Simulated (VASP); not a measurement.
# BiB: single point with PBE

BiB:

```
CELL_PARAMETERS angstrom
3.37013 0.00000 0.00000
0.00000 3.37013 0.00000
0.00000 0.00000 3.37013
ATOMIC_POSITIONS crystal
B 0.00000 0.00000 0.00000
Bi 0.50000 0.50000 0.50000
```

```json
{
  "Program": "VASP 6.6.1",
  "Task": "single point",
  "Functional": "PBE",
  "Potentials or basis": "VASP PAW PBE potentials, release 64 (B, Bi_d)",
  "Cutoff": "520 eV",
  "k mesh": "6 × 6 × 6",
  "Occupations": "fermi-dirac, width 0.02 eV",
  "Spin": "no spin polarisation"
}
```

* Pressure: -0.6 GPa
* Band gap on the k mesh: zero (band 9 reaches 9.81 eV, above the bottom of band 10 at 5.64 eV)

Levels at points of the mesh, in eV from the Fermi level:
```tsv
k point	band 5	band 6	band 7	band 8	band 9	band 10	band 11	band 12	band 13	band 14
(0.00, 0.00, 0.00)	-22.61	-13.65	-2.31	-0.34	-0.34	-0.34	6.05	6.05	7.93	7.93
(0.50, 0.00, 0.00)	-22.61	-11.56	-8.07	2.14	2.32	2.32	2.59	3.69	3.69	8.05
(0.50, 0.50, 0.00)	-22.54	-9.69	-4.93	-4.91	-4.91	2.72	5.60	5.60	5.67	10.19
(0.50, 0.50, 0.50)	-22.53	-8.06	-3.75	-1.85	-1.85	-1.85	-0.81	-0.81	-0.81	15.54
```

Run time: 11 s on 1 thread of Intel(R) Xeon(R) 6975P-C (Granite Rapids) (shared host), peak memory 0.16 GiB.

Caveat: spin-orbit coupling is left out, which moves the levels of the heavy elements.
